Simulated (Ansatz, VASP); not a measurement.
## One calculation of Ir, two programs

File INCAR:

```
PREC = Accurate ; ENCUT = 520
EDIFF = 1E-6 ; ISMEAR = -1
SIGMA = 0.03 ; LREAL = False
LASPH = True ; NELM = 80
ALGO = Normal ; ISIF = 2
LWAVE = False ; LCHARG = False
GGA = PE ; NBANDS = 10
```

File KPOINTS:

```
Automatic mesh
0
Gamma
  18 18 18
```

POSCAR

```
Ir
1.0
    0.0000000000      1.9647578834      1.9647578834
    1.9647578834      0.0000000000      1.9647578834
    1.9647578834      1.9647578834      0.0000000000
Ir
1
Direct
    0.0000000000      0.0000000000      0.0000000000
```

Input for Ansatz:

```yaml
crystal:
  lattice:
    - [0.0, 1.9647578834, 1.9647578834]
    - [1.9647578834, 0.0, 1.9647578834]
    - [1.9647578834, 1.9647578834, 0.0]
  atoms:
    - { symbol: Ir, position: [0.0, 0.0, 0.0] }
kpoints:
  mp_grid: { grid: [18, 18, 18] }
scf:
  occupations: { method: fermi_dirac, width: 0.03 }
hamiltonian:
  xc: pbe
  pseudopotentials: { kind: all_electron, lapw: { basis_error: 0.0005 } }
output:
  forces: true
  stress: true
  eigenvalues: true
```

Change from the starting cell: volume scaled by 1.06.

Alike in both runs: task single point; functional PBE; k mesh 18 × 18 × 18; occupations fermi-dirac, width 0.03 eV; no spin polarisation.

|  | VASP | Ansatz |
| --- | --- | --- |
| version | VASP 6.6.1 | Ansatz 0.2.0 |
| potentials or method | VASP PAW PBE potentials, release 64 (Ir), cutoff 520 eV | all-electron LAPW, scalar-relativistic |

|  | VASP | Ansatz | Ansatz less VASP |
| --- | --- | --- | --- |
| pressure (GPa) | -13.7 | -14.1 | -0.38 |

Ansatz ran all-electron here, and VASP with PAW potentials.

Neither program's run includes spin-orbit coupling.
